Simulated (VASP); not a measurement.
NaH:

```
Na H
1.0
     0.00000    2.39751    2.39751
     2.39751    0.00000    2.39751
     2.39751    2.39751    0.00000
Na H
1 1
Direct
  0.00000 0.00000 0.00000
  0.50000 0.50000 0.50000
```

Base run:

```yaml
Program: VASP 6.6.1
Functional: PBE
Potentials_or_basis: VASP PAW PBE potentials, release 64 (Na_pv, H)
Cutoff: 520 eV
k_mesh: 6 × 6 × 6
Occupations: gaussian, width 0.01 eV
Spin: no spin polarisation
```

Its results: band gap on the k mesh 3.85 eV, indirect (least direct gap 4.67 eV); pressure 0.5 GPa.

Problem. The run is repeated on the same cell with these changes: functional from PBE to r2SCAN. What comes out?

Solution. Band gap on the k mesh 4.46 eV, indirect (least direct gap 5.26 eV); pressure -0.3 GPa.

r2SCAN gives the wider gap, since meta-GGAs in the generalised Kohn-Sham scheme recover part of the derivative discontinuity.

Caveats: the PAW data sets were made with another functional, which shifts forces and pressure a little (some runs).

A k mesh can miss the band edges.
